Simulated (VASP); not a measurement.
A run of VASP 6.6.1 is set up as follows.

File INCAR:

```
ALGO     = Normal         # electronic algorithm
EDIFF    = 1E-6           # SCF threshold, eV
ENCUT    = 520            # plane-wave cutoff, eV
GGA      = PE             # functional
ISIF     = 2              # what is computed and relaxed
ISMEAR   = 0              # smearing method
LASPH    = True           # aspherical terms in the spheres
LCHARG   = True           # write CHGCAR
LELF     = True           # ELF
LREAL    = False          # projectors in reciprocal space
LVHAR    = True         
LWAVE    = False          # write WAVECAR
NBANDS   = 24             # bands
NELM     = 60             # most SCF steps
PREC     = Accurate       # precision mode
SIGMA    = 0.15           # smearing width, eV
```

File KPOINTS:

```
k-points
0
Gamma
  20 20 20
```

File POSCAR:

```
TaAs
1.0
   -1.5929326983      1.5929326983      5.3979104317
    1.5929326983     -1.5929326983      5.3979104317
    1.5929326983      1.5929326983     -5.3979104317
Ta As
2 2
Direct
    0.5001741996      0.0001741996      0.5000000000
    0.7501741996      0.7501741996      0.0000000000
    0.0824252204      0.5824252204      0.5000000000
    0.3324252204      0.3324252204      0.0000000000
```

Potentials or basis: VASP PAW PBE potentials, release 64 (Ta_pv, As).

The run is started by

```sh
$ cat potpaw_PBE.64/Ta_pv/POTCAR potpaw_PBE.64/As/POTCAR > POTCAR
$ mpirun -np 1 vasp_std > vasp.out
```

(1) Predict the pressure.

(2) Estimate the band gap on the k mesh.

Answers

(1) 77.9 GPa.

(2) 0.02 eV (least direct gap 0.03 eV).

Caveat: the cell differs from its parent crystal (strain -0.080 along x and y, -0.080 along z); the stress differs along the axes, from 70 to 82 GPa; the smearing spreads over this small gap; spin-orbit coupling is left out, which moves the levels of the heavy elements.
